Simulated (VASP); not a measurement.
# MnO (Fm-3m) in VASP: single point with PBE+D3(BJ)+U

Aim: the single point of MnO with PBE+D3(BJ)+U.

All numbers are computed with VASP 6.6.1; they aren't measurements. Logs are shortened: lines on timing, memory, paths and dates and some standing lists are left out, and cuts for length are marked.

## Step 1: The cell of the first run

Symmetry: Fm-3m, No. 225, cubic system. Conventional cell: a = 4.448 Å, b = 4.448 Å, c = 4.448 Å, α = 90.00°, β = 90.00°, γ = 90.00°. Within 2.9 Å of Mn (site symmetry m-3m) lie 6 O at 2.22 Å. Within 2.9 Å of O (site symmetry m-3m) lie 6 Mn at 2.22 Å.

## Step 2: Single point, PBE+D3(BJ)+U, collinear spin, ferromagnetic start

Contents of INCAR:

```
SYSTEM = MnO
ALGO = Normal
EDIFF = 1E-6
ENCUT = 700
GGA = PE
GGA_COMPAT = .FALSE.
ISIF = 2
ISMEAR = 0
ISPIN = 2
IVDW = 12
LASPH = .TRUE.
LCHARG = .FALSE.
LDAU = .TRUE.
LDAUJ = 0 0
LDAUL = 2 -1
LDAUPRINT = 1
LDAUTYPE = 2
LDAUU = 6.8 0
LMAXMIX = 4
LORBIT = 11
LREAL = .FALSE.
LWAVE = .FALSE.
MAGMOM = 4.42 0.24
NBANDS = 22
NELM = 200
PREC = Accurate
SIGMA = 0.1
```

Contents of KPOINTS:

```
k-points
0
G
  6 6 6
  0 0 0
```

Contents of POSCAR:

```
MnO
1.0
    0.0000000000      2.2239077028      2.2239077028
    2.2239077028      0.0000000000      2.2239077028
    2.2239077028      2.2239077028      0.0000000000
Mn O
1 1
Direct
    0.0000000000      0.0000000000      0.0000000000
    0.5000000000      0.5000000000      0.5000000000
```

Potentials or basis: VASP PAW PBE potentials, release 64 (Mn_sv, O).

Command:

```bash
> cat potpaw_PBE.64/Mn_sv/POTCAR potpaw_PBE.64/O/POTCAR > POTCAR
> mpirun -np 1 vasp_std > vasp.out
```

OUTCAR:

```text
SYSTEM = MnO
   EDIFF = 1E-6
   ENCUT = 700
   GGA = PE
   ISIF = 2
   ISMEAR = 0
   ISPIN = 2
   IVDW = 12
   LASPH = .TRUE.
   LORBIT = 11
   LREAL = .FALSE.
   NELM = 200
   PREC = Accurate
 IVDW          = 12

 ion  position               nearest neighbor table
   1  0.000  0.000  0.000-   2 2.22   2 2.22   2 2.22   2 2.22   2 2.22   2 2.22
   2  0.500  0.500  0.500-   1 2.22   1 2.22   1 2.22   1 2.22   1 2.22   1 2.22

  LATTYP: Found a face centered cubic cell.
 ALAT       =     4.4478154056

  Lattice vectors:

 A1 = (   0.0000000000,   2.2239077028,   2.2239077028)
 A2 = (   2.2239077028,   0.0000000000,   2.2239077028)
 A3 = (   2.2239077028,   2.2239077028,   0.0000000000)

Analysis of symmetry for initial positions (statically):
=====================================================================
 Subroutine PRICEL returns:
 Original cell was already a primitive cell.

 Routine SETGRP: Setting up the symmetry group for a
 face centered cubic supercell.

 Subroutine GETGRP returns: Found 48 space group operations
 (whereof 48 operations were pure point group operations)
 out of a pool of 48 trial point group operations.

The static configuration has the point symmetry O_h .

Analysis of symmetry for dynamics (positions and initial velocities):
=====================================================================
 Subroutine PRICEL returns:
 Original cell was already a primitive cell.

 Routine SETGRP: Setting up the symmetry group for a
 face centered cubic supercell.

 Subroutine GETGRP returns: Found 48 space group operations
 (whereof 48 operations were pure point group operations)
 out of a pool of 48 trial point group operations.

The dynamic configuration has the point symmetry O_h .

Analysis of structural, dynamic, and magnetic symmetry:
=====================================================================
 Subroutine PRICEL returns:
 Original cell was already a primitive cell.

 Routine SETGRP: Setting up the symmetry group for a
 face centered cubic supercell.

 Subroutine GETGRP returns: Found 48 space group operations
 (whereof 48 operations were pure point group operations)
 out of a pool of 48 trial point group operations.

The overall configuration has the point symmetry O_h .

 Subroutine INISYM returns: Found 48 space group operations
[... 157 lines left out ...]
  o =  0.9346  v =  1.0000  0.0000  0.0000  0.0000  0.0000  0.0000  0.0000  0.0000  0.0000  0.0000      0.0000  0.0000  0.0000  0.0000  0.0000  0.0000  0.0000  0.0000  0.0000  0.0000
  o =  0.9346  v =  0.0000  0.9698 -0.0000 -0.2437 -0.0000  0.0000  0.0000  0.0000  0.0000  0.0000      0.0000  0.0000  0.0000  0.0000  0.0000  0.0000  0.0000  0.0000  0.0000  0.0000
  o =  0.9346  v =  0.0000  0.2437  0.0000  0.9698 -0.0000  0.0000  0.0000  0.0000  0.0000  0.0000      0.0000  0.0000  0.0000  0.0000  0.0000  0.0000  0.0000  0.0000  0.0000  0.0000
  o =  0.9663  v =  0.0000  0.0000  1.0000 -0.0000 -0.0044  0.0000  0.0000  0.0000  0.0000  0.0000      0.0000  0.0000  0.0000  0.0000  0.0000  0.0000  0.0000  0.0000  0.0000  0.0000
  o =  0.9663  v =  0.0000  0.0000  0.0044  0.0000  1.0000  0.0000  0.0000  0.0000  0.0000  0.0000      0.0000  0.0000  0.0000  0.0000  0.0000  0.0000  0.0000  0.0000  0.0000  0.0000

 number of electron      21.0000009 magnetization       4.9999996

 Free energy of the ion-electron system (eV)
  ---------------------------------------------------
  ext. energy  EPLUGINS =         0.00000000
  ---------------------------------------------------
  free energy    TOTEN  =       -14.70998702 eV

  energy without entropy =      -14.70998702  energy(sigma->0) =      -14.70998702

 E-fermi :   8.5154     XC(G=0): -11.8088

 val. band max:        8.1100498200   @ k =   0.5000   0.0000   0.0000
 cond. band min:       8.8930325733   @ k =   0.0000   0.0000   0.0000
 fundamental gap:      0.7829827532
 Fermi energy:         8.5154458138

 spin component 1

 k-point     1 :       0.0000    0.0000    0.0000
  band No.  band energies     occupation
      1     -72.3820      1.00000
      2     -41.1277      1.00000
      3     -41.1277      1.00000
      4     -41.1277      1.00000
      5     -10.6601      1.00000
      6       3.4108      1.00000
[... 389 lines left out ...]
     21      35.5570      0.00000
     22      37.1011      0.00000
 Fermi energy:         8.5154458138

 spin component 2

 k-point     1 :       0.0000    0.0000    0.0000
  band No.  band energies     occupation
      1     -67.2820      1.00000
      2     -36.0992      1.00000
      3     -36.0992      1.00000
      4     -36.0992      1.00000
      5     -10.3373      1.00000
      6       6.1407      1.00000
[... 389 lines left out ...]
     21      37.4353      0.00000
     22      38.6187      0.00000

------------------------ aborting loop because EDIFF is reached ----------------------------------------

 Edisp (eV)   -0.57564

 E8    (eV) :    -0.2331

  FORCE on cell =-STRESS in cart. coord.  units (eV):
  Direction    XX          YY          ZZ          XY          YZ          ZX
  --------------------------------------------------------------------------------------
  -------------------------------------------------------------------------------------
  Total      38.33428    38.33428    38.33428     0.00000     0.00000    -0.00000
  in kB    2792.01438  2792.01438  2792.01438     0.00000     0.00000    -0.00000
  external pressure =     2792.01 kB  Pullay stress =        0.00 kB

 VOLUME and BASIS-vectors are now :
 -----------------------------------------------------------------------------
  energy-cutoff  :      700.00
  volume of cell :       22.00
      direct lattice vectors                 reciprocal lattice vectors
     0.000000000  2.223907703  2.223907703    -0.224829474  0.224829474  0.224829474
     2.223907703  0.000000000  2.223907703     0.224829474 -0.224829474  0.224829474
     2.223907703  2.223907703  0.000000000     0.224829474  0.224829474 -0.224829474

 POSITION                                       TOTAL-FORCE (eV/Angst)
 -----------------------------------------------------------------------------------
      0.00000      0.00000      0.00000         0.000000     -0.000000      0.000000
      2.22391      2.22391      2.22391        -0.000000      0.000000     -0.000000
 -----------------------------------------------------------------------------------
    total drift:                                0.000000      0.000000      0.000000

  FREE ENERGIE OF THE ION-ELECTRON SYSTEM (eV)
  ---------------------------------------------------
  free  energy   TOTEN  =       -15.2856232117 eV

  energy  without entropy=      -15.2856232116  energy(sigma->0) =      -15.28562321

 total charge

# of ion       s       p       d       tot
------------------------------------------
    1        2.116   6.014   4.824  12.955
    2        1.549   3.471   0.000   5.019
--------------------------------------------------
tot          3.665   9.485   4.824  17.974

 magnetization (x)

# of ion       s       p       d       tot
------------------------------------------
    1        0.022   0.016   4.600   4.638
    2        0.021   0.108   0.000   0.130
--------------------------------------------------
tot          0.043   0.124   4.600   4.767
```

stdout:

```text
POSCAR found type information on POSCAR MnO
 POSCAR found :  2 types and       2 ions
 scaLAPACK will be used
 LDA part: xc-table for (Slater+PW92), standard interpolation
 POSCAR, INCAR and KPOINTS ok, starting setup
 FFT: planning ... GRIDC
 FFT: planning ... GRID_SOFT
 FFT: planning ... GRID
 WAVECAR not read
 entering main loop
```

Wall time 22 s (1 thread of AMD EPYC 7R13 (Zen 3), shared host); peak memory 0.16 GiB.

Results:

```
Free energy                                           : -15.2856 eV
Pressure                                              : 279.2 GPa
Band gap on the k mesh                                : 0.78 eV (least direct gap 2.75 eV)
Net moment                                            : 5.00 μB per cell
Site moments                                          : Mn +4.64; O +0.13 μB
Valence electrons inside the program's atomic spheres : Mn 12.96; O 5.02
Dispersion energy per atom                            : -0.288 eV
```

Levels at points of the mesh, in eV from the valence-band top:
Spin up:
```csv
k point,band 9,band 10,band 11,band 12,band 13,band 14,band 15,band 16,band 17,band 18
"(0.00, 0.00, 0.00)",-4.49,-4.49,-2.22,-2.22,-2.22,0.78,15.17,16.50,16.50,16.50
"(0.50, 0.00, 0.00)",-3.98,-3.98,-2.86,0.00,0.00,4.71,9.02,13.05,13.05,19.00
"(0.50, 0.50, 0.00)",-3.76,-3.76,-3.65,-3.31,-3.31,6.19,9.21,10.61,14.93,14.93
```
Spin down:
```tsv
k point	band 5	band 6	band 7	band 8	band 9	band 10	band 11	band 12
(0.00, 0.00, 0.00)	-18.45	-1.97	-1.97	-1.97	2.06	4.68	4.68	4.68
(0.50, 0.00, 0.00)	-17.48	-5.93	-3.08	-3.08	5.71	5.74	6.30	6.30
(0.50, 0.50, 0.00)	-17.46	-5.12	-2.97	-2.97	2.42	6.08	6.23	6.93
```

Eigenvalues of the final occupation matrices:
```tsv
site	spin	trace	eigenvalues
site 1 d	1	4.74	0.93 0.93 0.93 0.97 0.97
site 1 d	2	0.11	0.01 0.01 0.01 0.04 0.04
```

Caveat: the cell stands under pressure; a cell with one magnetic atom can't hold antiferromagnetic order, which such compounds often take. A k mesh can miss the band edges.
